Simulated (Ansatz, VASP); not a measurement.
# One calculation of BAs, two programs

File INCAR:

```
PREC = Accurate
ENCUT = 500
EDIFF = 1E-7
ISMEAR = 0
SIGMA = 0.02
LREAL = False
LASPH = True
NELM = 120
ALGO = Normal
ISIF = 3
LWAVE = False
LCHARG = False
GGA = PS
IBRION = 2
NSW = 100
EDIFFG = -0.002
GGA_COMPAT = False
NELMIN = 4
```

File KPOINTS:

```
Automatic mesh
0
Gamma
  10 10 10
```

File POSCAR:

```
BAs
1.0
    0.0000000000      2.3885000000      2.3885000000
    2.3885000000      0.0000000000      2.3885000000
    2.3885000000      2.3885000000      0.0000000000
B As
1 1
Direct
    0.0000000000      0.0000000000      0.0000000000
    0.7500000000      0.7500000000      0.7500000000
```

Input for Ansatz:

```yaml
crystal:
  lattice:
    - [0.0, 2.3885, 2.3885]
    - [2.3885, 0.0, 2.3885]
    - [2.3885, 2.3885, 0.0]
  atoms:
    - { symbol: B, position: [0.0, 0.0, 0.0] }
    - { symbol: As, position: [0.75, 0.75, 0.75] }
basis:
  ecutwfc: 420
kpoints:
  mp_grid: { grid: [10, 10, 10] }
hamiltonian:
  xc: pbesol
scf:
  occupations: { method: gaussian, width: 0.02 }
output:
  forces: true
  stress: true
  eigenvalues: true
relax:
  adjacent_minimum: "off"
  f_tol: 0.002
  max_steps: 80
  cell: { stress_tol: 0.02 }
```

Alike in both runs: task relaxation of cell and atoms; functional PBEsol; k mesh 10 × 10 × 10; occupations gaussian, width 0.02 eV; no spin polarisation.

```csv
,VASP,Ansatz
version,VASP 6.6.1,Ansatz 0.2.0
potentials or method,"VASP PAW PBE potentials, release 64 (B, As), cutoff 500 eV","scalar-relativistic, plane waves, PAW"
valence electrons in the cell,8,18
```

Ansatz gave:

- gap on the k mesh at the Fermi level, each at its own relaxed structure (eV): 1.08
- relaxed volume (Å³/atom): 13.55
- relaxed cell length with the largest relative difference (Å): 3.371

Question: What did VASP give for the same quantities?

Answer: gap on the k mesh at the Fermi level, each at its own relaxed structure (eV): 1.08; relaxed volume (Å³/atom): 13.63; relaxed cell length with the largest relative difference (Å): 3.378.

VASP's potentials were made for PBE, not for PBEsol. VASP's potentials hold 8 valence electrons a cell and Ansatz's 18, so a difference there can come from the potentials and not from the codes.
